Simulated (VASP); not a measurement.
Wanted: the native input for a VASP 6.6.1 run.

```yaml
Task: relaxation of cell and atoms
Functional: PBE
Potentials_or_basis: VASP PAW PBE potentials, release 64 (Hf_pv, Te)
Cutoff: 600 eV
k_mesh: 6 × 6 × 6
Occupations: gaussian, width 0.1 eV
Spin: no spin polarisation
Dipole_correction: no
Further_INCAR_settings: ALGO = Fast; EDIFF = 1e-06; IBRION = 2; EDIFFG = -0.04; NSW = 90; ISIF = 3
```

The structure of Hf4Te lies in POSCAR:

```
Hf4Te
1.0
   -2.4106620700      2.4106620700      4.5579502700
    2.4106620700     -2.4106620700      4.5579502700
    2.4106620700      2.4106620700     -4.5579502700
Hf Te
4 1
Direct
    0.2450000000      0.2450000000      0.0000000000
    0.7550000000      0.7550000000      0.0000000000
    0.5000000000      0.0000000000      0.5000000000
    0.0000000000      0.5000000000      0.5000000000
    0.0000000000      0.0000000000      0.0000000000
```

The cell was built from a structure type or drawn by symmetry, and may not be a known phase.

These files were run (other wordings do the same):

INCAR

```
ALGO     = Fast           # electronic algorithm
EDIFF    = 1E-6           # SCF threshold, eV
EDIFFG   = -0.04          # ionic threshold
ENCUT    = 600            # plane-wave cutoff, eV
GGA      = PE             # functional
IBRION   = 2              # ionic algorithm
ISIF     = 3              # what is computed and relaxed
ISMEAR   = 0              # smearing method
LASPH    = T              # aspherical terms in the spheres
LCHARG   = F              # write CHGCAR
LREAL    = F              # projectors in reciprocal space
LWAVE    = F              # write WAVECAR
NELM     = 80             # most SCF steps
NSW      = 90             # ionic steps
PREC     = Accurate       # precision mode
SIGMA    = 0.1            # smearing width, eV
```

KPOINTS

```
k-points
0
Gamma
  6 6 6
```

Potentials or basis: VASP PAW PBE potentials, release 64 (Hf_pv, Te).

The run is started by

```console
$ cat potpaw_PBE.64/Hf_pv/POTCAR potpaw_PBE.64/Te/POTCAR > POTCAR
$ mpirun -np 1 vasp_std > vasp.out
```

Results of the run:

```yaml
Relaxed_volume: 25.05 Å³/atom
Relaxed_cell: a = 5.717 Å, b = 5.717 Å, c = 5.717 Å, α = 123.15°, β = 123.15°, γ = 84.63°
Space_group_after_relaxing_to_0.1_Å: I4/mmm (No. 139)
Pressure_after_relaxing: -0.1 GPa
Largest_force_after_relaxing: 0.020 eV/Å
Band_gap_on_the_k_mesh: zero (bands 23 and 24 overlap by 0.83 eV)
```

Caveat: the volume moved by over 15 % at a fixed basis, so the end points are rough; spin-orbit coupling is left out, which moves the levels of the heavy elements.

Wall time 41 min on 1 thread of Intel(R) Xeon(R) 6975P-C (Granite Rapids), with other jobs on the host, peak memory 0.44 GiB.
